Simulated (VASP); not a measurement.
Si, 2 atoms in the cell. Symmetry: P6_3/mmc, No. 194, hexagonal system. The conventional cell has a = 2.664 Å, b = 2.664 Å, c = 4.550 Å, α = 90.00°, β = 90.00°, γ = 120.00°. Within 3.5 Å of Si (site symmetry -6m2) lie 12 Si at 2.66 to 2.75 Å. This isn't the form of Si at room conditions, which is diamond.

* Program: VASP 6.6.1
* Task: single point
* Functional: PBEsol
* Potentials or basis: VASP PAW PBE potentials, release 64 (Si)
* Cutoff: 520 eV
* k mesh: 18 × 18 × 10
* Occupations: gaussian, width 0.1 eV
* Spin: no spin polarisation
* Dipole correction: no
* Further INCAR settings: ALGO = Normal; EDIFF = 1e-06; NBANDS = 11

Potentials or basis: VASP PAW PBE potentials, release 64 (Si).

The run is started by

```bash
$ cat potpaw_PBE.64/Si/POTCAR > POTCAR
$ mpirun -np 1 vasp_std > vasp.out
```

Hardware: 1 thread of Intel Xeon 8259CL, on a shared host.

Question: How long does it take, and how much memory?

Answer: Run time: 57 s on 1 thread of Intel Xeon 8259CL (shared host), peak memory 0.17 GiB. Counts: scf iterations 9, k points 222.
